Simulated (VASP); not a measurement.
Si:

```
CELL_PARAMETERS angstrom
-3.36921 3.36921 1.94768
3.36921 -3.36921 1.94768
3.36921 3.36921 -1.94768
ATOMIC_POSITIONS crystal
Si 0.82120 0.17880 0.00000
Si 0.17880 0.82120 0.00000
Si 0.82120 0.82120 0.64240
Si 0.17880 0.17880 0.35760
```

Base run:

| Item | Value |
| --- | --- |
| Program | VASP 6.6.1 |
| Functional | PBEsol |
| Potentials or basis | VASP PAW PBE potentials, release 64 (Si) |
| Cutoff | 520 eV |
| k mesh | 8 × 8 × 8 |
| Occupations | fermi-dirac, width 0.05 eV |
| Spin | no spin polarisation |

Its results: band gap on the k mesh 0.16 eV (least direct gap 0.32 eV); pressure -3.3 GPa; largest force 0.065 eV/Å.

Q: The run is repeated on the same cell with these changes: functional from PBEsol to LDA; potentials or basis from VASP PAW PBE potentials, release 64 (Si) to VASP PAW LDA potentials, release 64 (Si). What comes out?

A: Band gap on the k mesh 0.15 eV (least direct gap 0.32 eV); pressure -4.7 GPa; largest force 0.073 eV/Å.

Caveats: the cell stands under tension; semilocal functionals underestimate gaps, and a narrow one can read as zero; the PAW data sets were made with another functional, which shifts forces and pressure a little (at least some runs).

A k mesh can miss the band edges.
